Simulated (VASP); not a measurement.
Wanted: the native input for a VASP 6.6.1 run.

```yaml
Task: relaxation of the atoms
Functional: PBE
Potentials_or_basis: VASP PAW PBE potentials, release 64 (Si, C)
Cutoff: 520 eV
k_mesh: 12 × 12 × 6
Occupations: gaussian, width 0.02 eV
Spin: no spin polarisation
Dipole_correction: no
Further_INCAR_settings: ALGO = Normal; EDIFF = 1e-06; IBRION = 2; EDIFFG = -0.008; NSW = 60
```

The structure of SiC lies in POSCAR:

```
SiC
1.0
    3.0919365178      0.0000000000      0.0000000000
   -1.5459682589      2.6776955713      0.0000000000
    0.0000000000      0.0000000000      5.2772639805
Si C
2 2
Direct
    0.3333333333      0.6666666667      0.5003980836
    0.6666666667      0.3333333333      1.0003980836
    0.3333333333      0.6666666667      0.8746019164
    0.6666666667      0.3333333333      0.3746019164
```

This cell differs from its parent crystal: strain along c alone, the other axes held: +4.0 %.

These files were run (other wordings do the same):

INCAR

```
  PREC = Accurate
  ENCUT = 520
  EDIFF = 1E-6
  ISMEAR = 0
  SIGMA = 0.02
  LREAL = False
  LASPH = True
  NELM = 100
  ALGO = Normal
  ISIF = 2
  LWAVE = False
  LCHARG = False
  GGA = PE
  IBRION = 2
  NSW = 60
  EDIFFG = -0.008
```

KPOINTS

```
regular mesh
0
Gamma
  12 12 6
```

Potentials or basis: VASP PAW PBE potentials, release 64 (Si, C).

Launch:

```console
$ cat potpaw_PBE.64/Si/POTCAR potpaw_PBE.64/C/POTCAR > POTCAR
$ mpirun -np 1 vasp_std > vasp.out
```

Results of the run:

```json
{
  "Energy gained by relaxing": "0.1 meV/atom",
  "Ionic steps": "3",
  "Pressure after relaxing": "-7.5 GPa",
  "Band gap on the k mesh": "2.13 eV (least direct gap 4.17 eV)"
}
```

Caveat: the cell differs from its parent crystal (strain along c alone, the other axes held: +4.0 %).

It took 34 s on 1 thread of Intel(R) Xeon(R) Platinum 8488C (Sapphire Rapids) (shared host), peak memory 0.17 GiB.
